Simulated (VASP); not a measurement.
Runs of VASP 6.6.1 on LiF3. The structure is that of space group P-6m2 (No. 187), or close to it. The cells are those of the table. 

```csv
task,spin,cell,k mesh,cutoff (eV),gap on the mesh (eV),moment (μB),largest force (eV/Å)
single point,"collinear, ferromagnetic start","a = 3.002, b = 3.002, c = 7.048 Å, angles 90.0, 90.0, 120.0°, 4 atoms",18 × 18 × 8,520,none,0.87,0.16
single point,off,"a = 2.443, b = 2.443, c = 8.011 Å, angles 90.0, 90.0, 120.0°, 4 atoms",12 × 12 × 2,520,none,-,2.73
relaxation of cell and atoms,"collinear, ferromagnetic start","relaxed from a = 3.001, b = 3.001, c = 7.008 Å, angles 90.0, 90.0, 120.0°, 4 atoms",6 × 6 × 4,600,(a),0.00,0.01
single point,"collinear, ferromagnetic start","a = 2.443, b = 2.443, c = 8.011 Å, angles 90.0, 90.0, 120.0°, 4 atoms",12 × 12 × 2,520,none,0.91,(b)
single point,"collinear, ferromagnetic start","a = 3.001, b = 3.001, c = 7.008 Å, angles 90.0, 90.0, 120.0°, 4 atoms",6 × 6 × 4,520,none,2.00,0.02
```

Alike in all rows: level PBE; potentials or basis VASP PAW PBE potentials, release 64 (Li_sv, F); smearing gaussian 0.1 eV.

Problem. Fill in the values left out.

Solution. (a) 0.16; (b) 2.82.

Caveats: some runs use coarse meshes; forces of over 1 eV/Å act on the atoms, so gaps and moduli don't describe the material at rest (some runs).

A k mesh can miss the band edges.

A gap of «none» marks levels without a gap at the run's occupations.
